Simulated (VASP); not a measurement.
LiTi3:

```
Li Ti
1.0
    -1.84312    1.84312    4.11710
     1.84312   -1.84312    4.11710
     1.84312    1.84312   -4.11710
Li Ti
1 3
Cartesian
  0.0000 0.0000 0.0000
  0.0000 0.0000 4.1171
  1.8431 0.0000 2.0585
  0.0000 1.8431 2.0585
```

```yaml
Program: VASP 6.6.1
Task: relaxation of cell and atoms
Functional: PBE
Potentials_or_basis: VASP PAW PBE potentials, release 64 (Li_sv, Ti_sv)
Cutoff: 600 eV
k_mesh: 6 × 6 × 6
Occupations: gaussian, width 0.1 eV
Spin: no spin polarisation
```

At the start: pressure 18.0 GPa; volume 13.99 Å³/atom.

**Question.** How do energy, volume and symmetry change on relaxing?

**Answer.** Over 6 steps the energy falls by 142.0 meV/atom and the volume is 16.55 Å³/atom (+18.3 %); space group I4/mmm (No. 139, to 0.1 Å) before and after.

Step by step:
| step | energy change (eV) | largest force (eV/Å) | pressure (GPa) | volume (Å³) |
| --- | --- | --- | --- | --- |
| 1 | 0.0000 | 0.0000 | 18.02 | 55.94 |
| 2 | -0.5047 | 0.0000 | -3.73 | 69.65 |
| 3 | -0.5403 | 0.0000 | -0.22 | 66.38 |
| 4 | -0.5402 | 0.0000 | -0.48 | 66.61 |
| 5 | -0.5556 | 0.0000 | -0.34 | 66.47 |
| 6 | -0.5678 | 0.0000 | -0.02 | 66.18 |

Final structure:
```
CELL_PARAMETERS angstrom
-1.99837 1.99837 4.14330
1.99837 -1.99837 4.14330
1.99837 1.99837 -4.14330
ATOMIC_POSITIONS crystal
Li 0.00000 0.00000 0.00000
Ti 0.50000 0.50000 0.00000
Ti 0.25000 0.75000 0.50000
Ti 0.75000 0.25000 0.50000
```

Caveat: the cutoff is under 1.25 times the usual one of these potentials, so pressure, stress and relaxed cells hold a basis-set (Pulay) error; the volume moved by over 15 % at a fixed basis, so the end points are rough.
